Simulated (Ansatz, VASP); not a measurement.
MgO: VASP beside Ansatz

```xyz
4
Lattice="3.1798 0.0000 0.0000 -1.5899 2.7538 0.0000 0.0000 0.0000 5.5672" Properties=species:S:1:pos:R:3 pbc="T T T"
Mg    0.0000    1.8359    0.1982
Mg    1.5899    0.9179    2.9818
O     0.0000    1.8359    2.2173
O     1.5899    0.9179    5.0009
```

Alike in both runs: task single point; functional PBE; k mesh 9 × 9 × 6; occupations gaussian, width 0.05 eV; no spin polarisation.

```csv
,VASP,Ansatz
version,VASP 6.6.1,Ansatz 0.2.0
potentials or method,"VASP PAW PBE potentials, release 64 (Mg, O), cutoff 520 eV","scalar-relativistic, plane waves, PAW"
valence electrons in the cell,16,32
```

|  | VASP | Ansatz | Ansatz less VASP |
| --- | --- | --- | --- |
| gap on the k mesh at the Fermi level (eV) | 3.33 | 3.35 | +0.021 |
| least direct gap on the mesh (eV) | 3.33 | 3.35 | +0.021 |
| pressure (GPa) | 0.0 | 0.4 | +0.43 |
| traceless stress, the component that is largest in VASP (GPa) | -9.46 | -9.34 | +0.121 |
| rms of the force components (eV/Å) | 0.083 | 0.083 | +0.0004 |

Atom by atom the forces differ by 0.000 eV/Å (rms over components). VASP's potentials hold 16 valence electrons a cell and Ansatz's 32, so a difference there can come from the potentials and not from the codes.
